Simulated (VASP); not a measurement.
A run of VASP 6.6.1 is set up as follows.

File INCAR:

```
SYSTEM = HfO2
PREC = Accurate
ENCUT = 520
EDIFF = 1E-6
ISMEAR = 0
SIGMA = 0.05
LREAL = .FALSE.
LASPH = .TRUE.
NELM = 100
ALGO = Normal
ISIF = 2
LWAVE = .FALSE.
LCHARG = .FALSE.
GGA = PS
NBANDS = 18
```

KPOINTS

```
regular mesh
0
G
  8 8 8
  0 0 0
```

The input POSCAR:

```
HfO2
1.0
    0.0000000000      2.6229500914      2.5220673956
    2.4885238992      0.0000000000      2.5220673956
    2.4885238992      2.6229500914      0.0000000000
Hf O
1 2
Direct
    0.0000000000      0.0000000000      0.0000000000
    0.2500000000      0.2500000000      0.2500000000
    0.7500000000      0.7500000000      0.7500000000
```

Potentials or basis: VASP PAW PBE potentials, release 64 (Hf_pv, O).

The run is started by

```console
$ cat potpaw_PBE.64/Hf_pv/POTCAR potpaw_PBE.64/O/POTCAR > POTCAR
$ mpirun -np 1 vasp_std > vasp.out
```

Question: What does it give for the pressure?

Answer: -9.9 GPa.

Question: Predict the band gap on the k mesh.

Answer: 3.13 eV, indirect (least direct gap 3.31 eV).

Stress tensor (GPa, compression positive):
```
  0.25   0.00   0.00
  0.00 -24.14   0.00
  0.00   0.00  -5.86
```

Caveat: the cell differs from its parent crystal (normal strain along x -0.0133, normal strain along y +0.0400); the PAW data sets were made with another functional, which shifts forces and pressure a little; spin-orbit coupling is left out, which moves the levels of the heavy elements. A k mesh can miss the band edges.
